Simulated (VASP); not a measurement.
# Al3NiIr (Pm-3m) in VASP: a series of runs, part 2 of 2

VASP 6.6.1. The steps go on from the part before.

## Step 3: Single point, PBE, collinear spin, ferromagnetic start

This run uses another cell than the first one, of 16.13 Å³/atom.

INCAR reads:

```
PREC = Accurate
ENCUT = 520
EDIFF = 1E-6
ISMEAR = 0
SIGMA = 0.1
LREAL = F
LASPH = T
NELM = 150
ALGO = Normal
ISIF = 2
LWAVE = F
LCHARG = T
ISPIN = 2
MAGMOM = 0 0 0 2 0
LORBIT = 11
LMAXMIX = 4
GGA = PE
LELF = T
LVHAR = T
NBANDS = 26
```

KPOINTS reads:

```
Automatic mesh
0
Gamma
  4 4 4
```

POSCAR reads:

```
Al3NiIr
1.0
    4.3206291794      0.0000000000      0.0000000000
    0.0000000000      4.3206291794      0.0000000000
    0.0000000000      0.0000000000      4.3206291794
Al Ni Ir
3 1 1
Direct
    0.5000000000      0.5000000000      0.0000000000
    0.5000000000      0.0000000000      0.5000000000
    0.0000000000      0.5000000000      0.5000000000
    0.5000000000      0.5000000000      0.5000000000
    0.0000000000      0.0000000000      0.0000000000
```

Potentials or basis: VASP PAW PBE potentials, release 64 (Al, Ni, Ir).

On the command line:

```bash
> cat potpaw_PBE.64/Al/POTCAR potpaw_PBE.64/Ni/POTCAR potpaw_PBE.64/Ir/POTCAR > POTCAR
> mpirun -np 1 vasp_std > vasp.out
```

OUTCAR:

```text
PREC = Accurate
   ENCUT = 520
   EDIFF = 1E-6
   ISMEAR = 0
   LREAL = F
   LASPH = T
   NELM = 150
   ISIF = 2
   ISPIN = 2
   LORBIT = 11
   GGA = PE

 ion  position               nearest neighbor table
   1  0.500  0.500  0.000-   4 2.16   4 2.16   2 3.06   5 3.06   2 3.06   3 3.06   3 3.06   2 3.06
                             5 3.06   2 3.06   3 3.06   5 3.06   3 3.06   5 3.06
   2  0.500  0.000  0.500-   4 2.16   4 2.16   1 3.06   5 3.06   1 3.06   5 3.06   1 3.06   3 3.06
                             3 3.06   1 3.06   3 3.06   5 3.06   5 3.06   3 3.06
   3  0.000  0.500  0.500-   4 2.16   4 2.16   1 3.06   5 3.06   1 3.06   5 3.06   2 3.06   5 3.06
                             5 3.06   1 3.06   2 3.06   2 3.06   1 3.06   2 3.06
   4  0.500  0.500  0.500-   1 2.16   2 2.16   3 2.16   1 2.16   2 2.16   3 2.16
   5  0.000  0.000  0.000-   1 3.06   2 3.06   3 3.06   2 3.06   3 3.06   1 3.06   3 3.06   3 3.06
                             1 3.06   2 3.06   2 3.06   1 3.06

  LATTYP: Found a simple cubic cell.
 ALAT       =     4.3206291794

  Lattice vectors:

 A1 = (   4.3206291794,   0.0000000000,   0.0000000000)
 A2 = (   0.0000000000,   4.3206291794,   0.0000000000)
 A3 = (   0.0000000000,   0.0000000000,   4.3206291794)

[... 779 lines left out ...]
  Total        0.0174280      0.0174280      0.0174280     -0.0000000     -0.0000000      0.0000000
  in kB        0.3461925      0.3461925      0.3461925     -0.0000000     -0.0000000      0.0000000
  external PRESSURE =       0.3461925 kB  Pullay stress =       0.0000000 kB

 VOLUME and BASIS-vectors are now :
 -----------------------------------------------------------------------------
  energy-cutoff  :      520.00
  volume of cell :       80.66
      direct lattice vectors                 reciprocal lattice vectors
     4.320629179  0.000000000  0.000000000     0.231447773  0.000000000  0.000000000
     0.000000000  4.320629179  0.000000000     0.000000000  0.231447773  0.000000000
     0.000000000  0.000000000  4.320629179     0.000000000  0.000000000  0.231447773

 POSITION                                       TOTAL-FORCE (eV/Angst)
 -----------------------------------------------------------------------------------
      2.16031      2.16031      0.00000         0.000000      0.000000      0.000000
      2.16031      0.00000      2.16031         0.000000      0.000000      0.000000
      0.00000      2.16031      2.16031         0.000000      0.000000      0.000000
      2.16031      2.16031      2.16031         0.000000      0.000000      0.000000
      0.00000      0.00000      0.00000         0.000000      0.000000      0.000000
 -----------------------------------------------------------------------------------
    total drift:                                0.000000      0.000000     -0.000000

  FREE ENERGIE OF THE ION-ELECTRON SYSTEM (eV)
  ---------------------------------------------------
  free  energy   TOTEN  =       -24.7698740372 eV

  energy  without entropy=      -24.7635651676  energy(sigma->0) =      -24.76671960

 total charge

# of ion       s       p       d       tot
------------------------------------------
    1        0.416   0.354   0.000   0.770
    2        0.416   0.354   0.000   0.770
    3        0.416   0.354   0.000   0.770
    4        0.701   0.712   8.645  10.058
    5        0.606   0.231   7.064   7.900
--------------------------------------------------
tot          2.554   2.005  15.708  20.268

 magnetization (x)

# of ion       s       p       d       tot
------------------------------------------
    1       -0.000  -0.000   0.000  -0.000
    2       -0.000  -0.000   0.000  -0.000
    3       -0.000  -0.000   0.000  -0.000
    4       -0.000  -0.000   0.000   0.000
    5        0.000   0.000   0.000   0.000
--------------------------------------------------
tot         -0.000  -0.000   0.000   0.000
```

OSZICAR:

```text
N       E                     dE             d eps       ncg     rms          rms(c)
DAV:   1     0.149251107037E+03    0.14925E+03   -0.11132E+04  1040   0.102E+03
DAV:   2    -0.154104764272E+02   -0.16466E+03   -0.14843E+03  1042   0.242E+02
DAV:   3    -0.255142191150E+02   -0.10104E+02   -0.96978E+01  1340   0.676E+01
DAV:   4    -0.257458708426E+02   -0.23165E+00   -0.23107E+00  1234   0.935E+00
DAV:   5    -0.257533779325E+02   -0.75071E-02   -0.75059E-02  1364   0.183E+00    0.148E+01
DAV:   6    -0.256772220418E+02    0.76156E-01   -0.11086E+01  1298   0.378E+01    0.647E+00
DAV:   7    -0.248743411947E+02    0.80288E+00   -0.33893E+00  1292   0.246E+01    0.302E+00
DAV:   8    -0.248271796295E+02    0.47162E-01   -0.38508E-01  1308   0.110E+01    0.165E+00
DAV:   9    -0.247867394775E+02    0.40440E-01   -0.23626E-01  1392   0.883E+00    0.122E+00
DAV:  10    -0.247698497302E+02    0.16890E-01   -0.50084E-02  1332   0.370E+00    0.314E-01
DAV:  11    -0.247699494509E+02   -0.99721E-04   -0.32704E-03  1220   0.374E-01    0.143E-01
DAV:  12    -0.247698748735E+02    0.74577E-04   -0.26502E-04  1270   0.107E-01    0.628E-02
DAV:  13    -0.247698730463E+02    0.18272E-05   -0.79302E-05  1458   0.978E-02    0.248E-02
DAV:  14    -0.247698746354E+02   -0.15890E-05   -0.10500E-05  1216   0.313E-02    0.115E-02
DAV:  15    -0.247698740372E+02    0.59813E-06   -0.10497E-06   714   0.107E-02
   1 F= -.24769874E+02 E0= -.24766720E+02  d E =-.630887E-02  mag=    -0.0000
```

stdout:

```text
POSCAR found type information on POSCAR AlNiIr
 POSCAR found :  3 types and       5 ions
 scaLAPACK will be used
 LDA part: xc-table for (Slater+PW92), standard interpolation
 POSCAR, INCAR and KPOINTS ok, starting setup
 FFT: planning ... GRIDC
 FFT: planning ... GRID_SOFT
 FFT: planning ... GRID
 WAVECAR not read
 entering main loop
```

Run time: 59 s. Hardware: 1 thread of Intel Xeon 8259CL, shared host; peak memory 0.22 GiB.

Results:

```
Free energy                                           : -24.7699 eV
Pressure                                              : 0.0 GPa
Band gap on the k mesh                                : zero (filled and empty bands overlap)
Net moment                                            : 0.00 μB per cell
Valence electrons inside the program's atomic spheres : Al 0.77; Ni 10.06; Ir 7.90
```

Levels at points of the mesh, in eV from the Fermi level:
Spin up:
```
           k point  band 11  band 12  band 13  band 14  band 15  band 16  band 17  band 18
(0.00, 0.00, 0.00)    -2.37    -1.45    -1.45    -1.45    -0.81     2.72     2.72     4.75
(0.50, 0.00, 0.00)    -1.56    -1.25     0.76     0.76     1.27     1.55     1.80     1.81
(0.50, 0.50, 0.00)    -1.63    -1.21    -1.12    -1.08    -0.25     2.64     2.64     4.06
(0.50, 0.50, 0.50)    -1.08    -1.08    -0.88    -0.88    -0.88     0.13     0.13     0.13
```
Spin down:
```tsv
k point	band 11	band 12	band 13	band 14	band 15	band 16	band 17	band 18
(0.00, 0.00, 0.00)	-2.37	-1.45	-1.45	-1.45	-0.81	2.72	2.72	4.75
(0.50, 0.00, 0.00)	-1.56	-1.25	0.76	0.76	1.27	1.55	1.80	1.81
(0.50, 0.50, 0.00)	-1.63	-1.21	-1.12	-1.08	-0.25	2.64	2.64	4.06
(0.50, 0.50, 0.50)	-1.08	-1.08	-0.88	-0.88	-0.88	0.13	0.13	0.13
```

Caveat: the k points lie up to 0.36 Å⁻¹ apart, too coarse for converged energies and pressures of a metal; the moments typed at the start vanished in this run; spin-orbit coupling is left out, which moves the levels of the heavy elements.

## Step 4: Single point, PBE

This run uses another cell than the first one, of 16.21 Å³/atom.

INCAR reads:

```
PREC = Accurate
ENCUT = 520
EDIFF = 1E-6
ISMEAR = 0
SIGMA = 0.1
LREAL = F
LASPH = T
NELM = 100
ALGO = Normal
ISIF = 2
LWAVE = F
LCHARG = F
GGA = PE
NBANDS = 22
```

KPOINTS reads:

```
regular mesh
0
Gamma
  10 10 10
```

Edit POSCAR of step 3 so:

```diff
@@ -2,5 +2,5 @@
 1.0
-    4.3206291794      0.0000000000      0.0000000000
-    0.0000000000      4.3206291794      0.0000000000
-    0.0000000000      0.0000000000      4.3206291794
+    4.3277316831      0.0000000000      0.0000000000
+    0.0000000000      4.3277316831      0.0000000000
+    0.0000000000      0.0000000000      4.3277316831
 Al Ni Ir
```

Potentials or basis: VASP PAW PBE potentials, release 64 (Al, Ni, Ir).

On the command line:

```bash
> cat potpaw_PBE.64/Al/POTCAR potpaw_PBE.64/Ni/POTCAR potpaw_PBE.64/Ir/POTCAR > POTCAR
> mpirun -np 1 vasp_std > vasp.out
```

OUTCAR:

```text
PREC = Accurate
   ENCUT = 520
   EDIFF = 1E-6
   ISMEAR = 0
   LREAL = F
   LASPH = T
   NELM = 100
   ISIF = 2
   GGA = PE

 ion  position               nearest neighbor table
   1  0.500  0.500  0.000-   4 2.16   4 2.16   2 3.06   5 3.06   2 3.06   3 3.06   3 3.06   2 3.06
                             5 3.06   2 3.06   3 3.06   5 3.06   3 3.06   5 3.06
   2  0.500  0.000  0.500-   4 2.16   4 2.16   1 3.06   5 3.06   1 3.06   5 3.06   1 3.06   3 3.06
                             3 3.06   1 3.06   3 3.06   5 3.06   5 3.06   3 3.06
   3  0.000  0.500  0.500-   4 2.16   4 2.16   1 3.06   5 3.06   1 3.06   5 3.06   2 3.06   5 3.06
                             5 3.06   1 3.06   2 3.06   2 3.06   1 3.06   2 3.06
   4  0.500  0.500  0.500-   1 2.16   2 2.16   3 2.16   1 2.16   2 2.16   3 2.16
   5  0.000  0.000  0.000-   1 3.06   2 3.06   3 3.06   2 3.06   3 3.06   1 3.06   3 3.06   3 3.06
                             1 3.06   2 3.06   2 3.06   1 3.06

  LATTYP: Found a simple cubic cell.
 ALAT       =     4.3277316831

  Lattice vectors:

 A1 = (   4.3277316831,   0.0000000000,   0.0000000000)
 A2 = (   0.0000000000,   4.3277316831,   0.0000000000)
 A3 = (   0.0000000000,   0.0000000000,   4.3277316831)
[... 184 lines left out ...]
 cond. band min:       7.2445571040   @ k =   0.4000   0.3000   0.2000
 fundamental gap:      0.0308250415
 Fermi energy:         7.2266356613

 k-point     1 :       0.0000    0.0000    0.0000
  band No.  band energies     occupation
      1      -2.7469      2.00000
      2       2.4825      2.00000
      3       2.4825      2.00000
      4       4.0327      2.00000
      5       4.0327      2.00000
      6       4.0327      2.00000
[... 589 lines left out ...]
     21      12.2335      0.00000
     22      12.9637      0.00000

 [... further k-points ...]

------------------------ aborting loop because EDIFF is reached ----------------------------------------

  FORCE on cell =-STRESS in cart. coord.  units (eV):
  Direction    XX          YY          ZZ          XY          YZ          ZX
  --------------------------------------------------------------------------------------
  -------------------------------------------------------------------------------------
  Total       -0.0859826     -0.0859826     -0.0859826     -0.0000000     -0.0000000      0.0000000
  in kB       -1.6995744     -1.6995744     -1.6995744     -0.0000000     -0.0000000      0.0000000
  external PRESSURE =      -1.6995744 kB  Pullay stress =       0.0000000 kB

 VOLUME and BASIS-vectors are now :
 -----------------------------------------------------------------------------
  energy-cutoff  :      520.00
  volume of cell :       81.06
      direct lattice vectors                 reciprocal lattice vectors
     4.327731683  0.000000000  0.000000000     0.231067930  0.000000000  0.000000000
     0.000000000  4.327731683  0.000000000     0.000000000  0.231067930  0.000000000
     0.000000000  0.000000000  4.327731683     0.000000000  0.000000000  0.231067930

 POSITION                                       TOTAL-FORCE (eV/Angst)
 -----------------------------------------------------------------------------------
      2.16387      2.16387      0.00000         0.000000      0.000000      0.000000
      2.16387      0.00000      2.16387         0.000000      0.000000      0.000000
      0.00000      2.16387      2.16387         0.000000      0.000000      0.000000
      2.16387      2.16387      2.16387         0.000000      0.000000      0.000000
      0.00000      0.00000      0.00000         0.000000      0.000000      0.000000
 -----------------------------------------------------------------------------------
    total drift:                                0.000000      0.000000     -0.000000

  FREE ENERGIE OF THE ION-ELECTRON SYSTEM (eV)
  ---------------------------------------------------
  free  energy   TOTEN  =       -24.7567285426 eV

  energy  without entropy=      -24.7417688571  energy(sigma->0) =      -24.74924870
```

OSZICAR:

```text
N       E                     dE             d eps       ncg     rms          rms(c)
DAV:   1     0.148025062746E+03    0.14803E+03   -0.11664E+04  2464   0.121E+03
DAV:   2    -0.156916683528E+02   -0.16372E+03   -0.15208E+03  2470   0.275E+02
DAV:   3    -0.260287971627E+02   -0.10337E+02   -0.97929E+01  3102   0.768E+01
DAV:   4    -0.263039036766E+02   -0.27511E+00   -0.27438E+00  2950   0.116E+01
DAV:   5    -0.263126397568E+02   -0.87361E-02   -0.87343E-02  3208   0.216E+00    0.105E+01
DAV:   6    -0.257419291859E+02    0.57071E+00   -0.14832E+01  3244   0.411E+01    0.653E+00
DAV:   7    -0.248415126766E+02    0.90042E+00   -0.39864E+00  3146   0.217E+01    0.220E+00
DAV:   8    -0.247863808533E+02    0.55132E-01   -0.25893E-01  3574   0.664E+00    0.162E+00
DAV:   9    -0.247642295072E+02    0.22151E-01   -0.15210E-01  3000   0.848E+00    0.661E-01
DAV:  10    -0.247570417295E+02    0.71878E-02   -0.28534E-02  3594   0.234E+00    0.142E-01
DAV:  11    -0.247567329084E+02    0.30882E-03   -0.27394E-03  2800   0.370E-01    0.740E-02
DAV:  12    -0.247567249890E+02    0.79194E-05   -0.16501E-04  3850   0.156E-01    0.371E-02
DAV:  13    -0.247567294720E+02   -0.44830E-05   -0.14367E-05  2820   0.301E-02    0.879E-03
DAV:  14    -0.247567285426E+02    0.92938E-06   -0.28950E-06  2368   0.244E-02
   1 F= -.24756729E+02 E0= -.24749249E+02  d E =-.149597E-01
```

Wall time 1.7 min (1 thread of Intel Xeon 8259CL, shared host); peak memory 0.25 GiB.

Results:

```
Free energy            : -24.7567 eV
Pressure               : -0.2 GPa
Band gap on the k mesh : zero (bands 14 and 15 overlap by 1.60 eV)
```

Caveat: spin-orbit coupling is left out, which moves the levels of the heavy elements. Spin polarisation is off, so any magnetic state and its effect on volume and gap are missing.

The gap in the log of VASP goes by the Fermi energy; the results here count the filled bands.